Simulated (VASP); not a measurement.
# K (Im-3m) in VASP: notebook, part 2 of 2

VASP 6.6.1. Earlier steps stand in the parts before.

## 3. Single point, r2SCAN

This run uses another cell than the first one, of 76.44 Å³/atom.

POSCAR reads:

```
K
1.0
   -2.6735353566      2.6735353566      2.6735353566
    2.6735353566     -2.6735353566      2.6735353566
    2.6735353566      2.6735353566     -2.6735353566
K
1
Direct
    0.0000000000      0.0000000000      0.0000000000
```

INCAR.step1 reads:

```
SYSTEM = K
ALGO = Normal ; EDIFF = 1E-4
ENCUT = 520 ; GGA = PE
ISMEAR = 0 ; LASPH = .TRUE.
LCHARG = .FALSE. ; LREAL = .FALSE.
LWAVE = .TRUE. ; NBANDS = 10
NELM = 100 ; PREC = Accurate
SIGMA = 0.1
```

INCAR.step2 reads:

```
SYSTEM = K
ALGO = Normal ; EDIFF = 1E-7
ENCUT = 520 ; ISIF = 2
ISMEAR = 0 ; ISTART = 1
LASPH = .TRUE. ; LCHARG = .TRUE.
LELF = .TRUE. ; LMIXTAU = .TRUE.
LREAL = .FALSE. ; LVHAR = .TRUE.
LWAVE = .FALSE. ; METAGGA = R2SCAN
NBANDS = 10 ; NELM = 100
PREC = Accurate ; SIGMA = 0.1
```

KPOINTS reads:

```
k-points
0
G
  16 16 16
  0 0 0
```

Potentials or basis: VASP PAW PBE potentials, release 64 (K_sv).

On the command line:

```
$ cat potpaw_PBE.64/K_sv/POTCAR > POTCAR
$ cp INCAR.step1 INCAR
$ mpirun -np 1 vasp_std > vasp.out
$ cp INCAR.step2 INCAR
$ mpirun -np 1 vasp_std > vasp.out
```

OUTCAR:

```text
SYSTEM = K
   EDIFF = 1E-7
   ENCUT = 520
   ISIF = 2
   ISMEAR = 0
   ISTART = 1
   LASPH = .TRUE.
   LREAL = .FALSE.
   METAGGA = R2SCAN
   NELM = 100
   PREC = Accurate

 ion  position               nearest neighbor table
   1  0.000  0.000  0.000-

  LATTYP: Found a body centered cubic cell.
 ALAT       =     5.3470707132

  Lattice vectors:

 A1 = (  -2.6735353566,   2.6735353566,   2.6735353566)
 A2 = (   2.6735353566,  -2.6735353566,   2.6735353566)
 A3 = (   2.6735353566,   2.6735353566,  -2.6735353566)

Analysis of symmetry for initial positions (statically):
=====================================================================
 Subroutine PRICEL returns:
 Original cell was already a primitive cell.

 Routine SETGRP: Setting up the symmetry group for a
 body centered cubic supercell.

 Subroutine GETGRP returns: Found 48 space group operations
 (whereof 48 operations were pure point group operations)
 out of a pool of 48 trial point group operations.

The static configuration has the point symmetry O_h .

Analysis of symmetry for dynamics (positions and initial velocities):
=====================================================================
 Subroutine PRICEL returns:
 Original cell was already a primitive cell.

 Routine SETGRP: Setting up the symmetry group for a
 body centered cubic supercell.

 Subroutine GETGRP returns: Found 48 space group operations
 (whereof 48 operations were pure point group operations)
 out of a pool of 48 trial point group operations.

The dynamic configuration has the point symmetry O_h .

 Subroutine INISYM returns: Found 48 space group operations
 (whereof 48 operations are pure point group operations),
 and found     1 'primitive' translations

----------------------------------------------------------------------------------------

                                     Primitive cell

  volume of cell :      76.4395

[... 104 lines left out ...]
   IMIX   =      4    mixing-type and parameters
     AMIX     =   0.40;   BMIX     =  1.00
     AMIX_MAG =   1.60;   BMIX_MAG =  1.00
  volume/ion in A,a.u.               =      76.44       515.84
  Fermi-wavevector in a.u.,A,eV,Ry     =   0.802385  1.516289  8.759737  0.643822
  Thomas-Fermi vector in A             =   1.910053
   LORBIT       =      0    0 simple, 1 ext, 2 COOP (PROOUT), +10 PAW based schemes
   METAGGA = R2SCAN    functional components
   LHFCALC =     F    Hartree Fock is set to
   AEXX    =    0.0000 exact exchange contribution
   IVDW    =     0    specifies the selected vdW correction
   LEPSILON=     F    determine dielectric tensor
   LRPA    =     F    only Hartree local field effects (RPA)
 non-spin polarized calculation
 Gauss-broadening in eV      SIGMA  =   0.10
  energy-cutoff  :      520.00
  volume of cell :       76.44
 maximum number of plane-waves:      2112
   NGX = 17   NGY = 17   NGZ = 17

 number of electron       9.0000000 magnetization

 Free energy of the ion-electron system (eV)
  ---------------------------------------------------
  ext. energy  EPLUGINS =         0.00000000
  ---------------------------------------------------
  free energy    TOTEN  =        -6.01399615 eV

  energy without entropy =       -6.01040047  energy(sigma->0) =       -6.01219831

 E-fermi :  -0.1438     XC(G=0):  -5.8098

 val. band max:       -0.1478188226   @ k =   0.3125   0.1875   0.0000
 cond. band min:      -0.1213120333   @ k =  -0.3125   0.3125   0.3125
 fundamental gap:      0.0265067894
 Fermi energy:        -0.1437978919

 k-point     1 :       0.0000    0.0000    0.0000
  band No.  band energies     occupation
      1     -33.8282      2.00000
      2     -16.5019      2.00000
      3     -16.5019      2.00000
      4     -16.5018      2.00000
      5      -2.3956      2.00000
      6       4.5656      0.00000
      7       4.5657      0.00000
      8       4.5657      0.00000
      9       5.5048      0.00000
     10       5.5048      0.00000
[... 287 lines left out ...]
 k-point    24 :       0.2500    0.1875    0.0000
  band No.  band energies     occupation
      1     -33.8250      2.00000
      2     -16.5490      2.00000
      3     -16.5212      2.00000
      4     -16.5068      2.00000
      5      -0.6569      2.00000
      6       2.1382      0.00000
      7       2.8679      0.00000
      8       5.1322      0.00000
      9       5.3398      0.00000
     10       6.0147      0.00000

 [... further k-points ...]
[... 5 lines left out ...]
  --------------------------------------------------------------------------------------
  -------------------------------------------------------------------------------------
  Total       -0.0114042     -0.0114042     -0.0114042      0.0000000     -0.0000000      0.0000000
  in kB       -0.2390319     -0.2390319     -0.2390319      0.0000000     -0.0000000      0.0000000
  external PRESSURE =      -0.2390319 kB  Pullay stress =       0.0000000 kB

 VOLUME and BASIS-vectors are now :
 -----------------------------------------------------------------------------
  energy-cutoff  :      520.00
  volume of cell :       76.44
      direct lattice vectors                 reciprocal lattice vectors
    -2.673535357  2.673535357  2.673535357     0.000000000  0.187018286  0.187018286
     2.673535357 -2.673535357  2.673535357     0.187018286  0.000000000  0.187018286
     2.673535357  2.673535357 -2.673535357     0.187018286  0.187018286  0.000000000

 POSITION                                       TOTAL-FORCE (eV/Angst)
 -----------------------------------------------------------------------------------
      0.00000      0.00000      0.00000        -0.000000      0.000000     -0.000000
 -----------------------------------------------------------------------------------
    total drift:                               -0.000000      0.000000      0.000000

  FREE ENERGIE OF THE ION-ELECTRON SYSTEM (eV)
  ---------------------------------------------------
  free  energy   TOTEN  =        -6.0139961512 eV

  energy  without entropy=       -6.0104004715  energy(sigma->0) =       -6.01219831
```

OUTCAR.step1:

```text
SYSTEM = K
   EDIFF = 1E-4
   ENCUT = 520
   GGA = PE
   ISMEAR = 0
   LASPH = .TRUE.
[... 528 lines left out ...]
 POSITION                                       TOTAL-FORCE (eV/Angst)
 -----------------------------------------------------------------------------------
      0.00000      0.00000      0.00000        -0.000000      0.000000      0.000000
 -----------------------------------------------------------------------------------
    total drift:                               -0.000000      0.000000      0.000000

  FREE ENERGIE OF THE ION-ELECTRON SYSTEM (eV)
  ---------------------------------------------------
  free  energy   TOTEN  =        -1.0484006304 eV

  energy  without entropy=       -1.0445511478  energy(sigma->0) =       -1.04647589
```

OSZICAR.step1:

```text
N       E                     dE             d eps       ncg     rms          rms(c)
DAV:   1     0.458988974864E+02    0.45899E+02   -0.35232E+03  2900   0.680E+02
DAV:   2     0.644248712693E+00   -0.45255E+02   -0.44647E+02  3112   0.188E+02
DAV:   3    -0.101088321758E+01   -0.16551E+01   -0.16515E+01  4724   0.289E+01
DAV:   4    -0.104608941380E+01   -0.35206E-01   -0.35172E-01  3900   0.395E+00
DAV:   5    -0.104756813754E+01   -0.14787E-02   -0.14782E-02  4462   0.471E-01    0.188E+00
DAV:   6    -0.104786649437E+01   -0.29836E-03   -0.13619E-03  4454   0.236E-01    0.116E+00
DAV:   7    -0.104833646354E+01   -0.46997E-03   -0.26707E-03  4430   0.330E-01    0.521E-02
DAV:   8    -0.104840063039E+01   -0.64167E-04   -0.10910E-04  3070   0.123E-01
   1 F= -.10484006E+01 E0= -.10464759E+01  d E =-.384948E-02
```

Run time: 6.2 min. Hardware: 1 thread of Intel Xeon Platinum 8259CL at 2.50GHz (Skylake/Cascade Lake), shared host; peak memory 0.28 GiB.

What came out:

* Free energy: -6.0140 eV
* Pressure: 0.0 GPa
* Band gap on the k mesh: zero (an odd number of electrons rules out a gap without spin polarisation)

Caveat: the PAW data sets were made with another functional, which shifts forces and pressure a little.

## 4. Single point, r2SCAN

This run uses another cell than the first one, of 76.97 Å³/atom.

POSCAR reads:

```
K
1.0
   -2.6796619953      2.6796619953      2.6796619953
    2.6796619953     -2.6796619953      2.6796619953
    2.6796619953      2.6796619953     -2.6796619953
K
1
Direct
    0.0000000000      0.0000000000      0.0000000000
```

INCAR.step1 reads:

```
SYSTEM = K
  PREC = Accurate
  ENCUT = 520
  ISMEAR = -1
  SIGMA = 0.15
  LREAL = .FALSE.
  LASPH = .TRUE.
  NELM = 80
  NBANDS = 10
  GGA = PE
  ALGO = Normal
  EDIFF = 1E-4
  LWAVE = .TRUE.
  LCHARG = .FALSE.
```

INCAR.step2 reads:

```
SYSTEM = K
  PREC = Accurate
  ENCUT = 520
  EDIFF = 1E-7
  ISMEAR = -1
  SIGMA = 0.15
  LREAL = .FALSE.
  LASPH = .TRUE.
  NELM = 80
  ALGO = Normal
  ISIF = 2
  LWAVE = .FALSE.
  LCHARG = .FALSE.
  METAGGA = R2SCAN
  LMIXTAU = .TRUE.
  NBANDS = 10
  ISTART = 1
```

KPOINTS reads:

```
regular mesh
0
G
  16 16 16
  0 0 0
```

On the command line:

```
$ cat potpaw_PBE.64/K_sv/POTCAR > POTCAR
$ cp INCAR.step1 INCAR
$ mpirun -np 1 vasp_std > vasp.out
$ cp INCAR.step2 INCAR
$ mpirun -np 1 vasp_std > vasp.out
```

Run time: 6.1 min. Hardware: 1 thread of Intel Xeon Platinum 8259CL at 2.50GHz (Skylake/Cascade Lake), shared host; peak memory 0.28 GiB.

Results (log left out):

* Free energy: -6.0395 eV
* Pressure: 0.0 GPa
* Band gap on the k mesh: zero (an odd number of electrons rules out a gap without spin polarisation)

Levels at points of the mesh, in eV from the Fermi level:
```csv
k point,band 2,band 3,band 4,band 5,band 6,band 7
"(0.00, 0.00, 0.00)",-16.35,-16.35,-16.35,-2.23,4.71,4.71
"(0.50, 0.00, 0.00)",-16.41,-16.37,-16.35,0.58,0.62,3.48
"(0.50, 0.50, 0.50)",-16.40,-16.40,-16.40,1.81,1.81,3.66
```

Caveat: the PAW data sets were made with another functional, which shifts forces and pressure a little.

## 5. The runs side by side

```tsv
cell	k mesh	smearing	gap on the mesh (eV)	pressure (GPa)
a = 4.535 Å, angles 109.5°, 1 atom	6 × 6 × 6	gaussian 0.1 eV	none	0.3
a = 4.631 Å, angles 109.5°, 1 atom	16 × 16 × 16	gaussian 0.1 eV	none	0.0
a = 4.641 Å, angles 109.5°, 1 atom	16 × 16 × 16	fermi-dirac 0.15 eV	none	0.0
```

Alike in all rows: task single point; level r2SCAN; potentials or basis VASP PAW PBE potentials, release 64 (K_sv); no spin polarisation; cutoff (eV) 520.

Caveats: the PAW data sets were made with another functional, which shifts forces and pressure a little.

Total energies depend on the potentials used, so only differences within one code and one set of settings carry meaning.
